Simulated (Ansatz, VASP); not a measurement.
One calculation of B, two programs

Contents of POSCAR:

```
B
1.0
   -1.1538004908      1.1538004908      1.1538004908
    1.1538004908     -1.1538004908      1.1538004908
    1.1538004908      1.1538004908     -1.1538004908
B
1
Direct
    0.0000000000      0.0000000000      0.0000000000
```

INCAR.step1

```
SYSTEM = B
ALGO     = Normal         ! electronic algorithm
EDIFF    = 1E-4           ! SCF threshold, eV
ENCUT    = 520            ! plane-wave cutoff, eV
GGA      = PE             ! functional
ISMEAR   = -1             ! smearing method
LASPH    = .TRUE.         ! aspherical terms in the spheres
LCHARG   = .FALSE.        ! write CHGCAR
LREAL    = .FALSE.        ! projectors in reciprocal space
LWAVE    = .TRUE.         ! write WAVECAR
NBANDS   = 8              ! bands
NELM     = 80             ! most SCF steps
PREC     = Accurate       ! precision mode
SIGMA    = 0.08           ! smearing width, eV
```

The input INCAR.step2:

```
SYSTEM = B
ALGO     = Normal         ! electronic algorithm
EDIFF    = 1E-8           ! SCF threshold, eV
ENCUT    = 520            ! plane-wave cutoff, eV
ISIF     = 2              ! what is computed and relaxed
ISMEAR   = -1             ! smearing method
ISTART   = 1            
LASPH    = .TRUE.         ! aspherical terms in the spheres
LCHARG   = .FALSE.        ! write CHGCAR
LEFG     = .TRUE.       
LMIXTAU  = .TRUE.       
LREAL    = .FALSE.        ! projectors in reciprocal space
LWAVE    = .FALSE.        ! write WAVECAR
METAGGA  = R2SCAN         ! meta-GGA
NBANDS   = 8              ! bands
NELM     = 80             ! most SCF steps
PREC     = Accurate       ! precision mode
SIGMA    = 0.08           ! smearing width, eV
```

File KPOINTS:

```
k-points
0
G
  18 18 18
  0 0 0
```

Input for Ansatz:

```yaml
crystal:
  lattice:
    - [-1.1538004908, 1.1538004908, 1.1538004908]
    - [1.1538004908, -1.1538004908, 1.1538004908]
    - [1.1538004908, 1.1538004908, -1.1538004908]
  atoms:
    - { symbol: B, position: [0.0, 0.0, 0.0] }
kpoints:
  mp_grid: { grid: [18, 18, 18] }
  band_path:
    path:
      - [0.0, 0.0, 0.0]
      - [0.5, -0.5, 0.5]
      - [0.0, 0.0, 0.5]
      - [0.0, 0.0, 0.0]
      - [0.25, 0.25, 0.25]
      - [0.5, -0.5, 0.5]
      - [0.25, 0.25, 0.25]
      - [0.0, 0.0, 0.5]
    npoints: 5
scf:
  occupations: { method: fermi_dirac, width: 0.08 }
hamiltonian:
  xc: r2scan
  pseudopotentials: { kind: paw }
output:
  forces: true
  stress: true
  eigenvalues: true
  efg: { contact_densities: true }
```

Alike in both runs: task electric field gradients; functional r2SCAN; k mesh 18 × 18 × 18; occupations fermi-dirac, width 0.08 eV; no spin polarisation.

```csv
,VASP,Ansatz
version,VASP 6.6.1,Ansatz 0.2.0
potentials or method,"VASP PAW PBE potentials, release 64 (B)","PAW with Ansatz's default frozen-core files, scalar-relativistic"
plane-wave cutoff (eV),520,500
valence electrons in the cell,3,3
```

Ansatz gave:

```
pressure (GPa) : -3.9
```

Task: What did VASP give for the same quantities?

Result: Pressure (GPa): -4.2.

VASP's potentials were made for PBE, not for r2SCAN. The functional is the same, so the differences come from potentials, cutoffs and numerics.
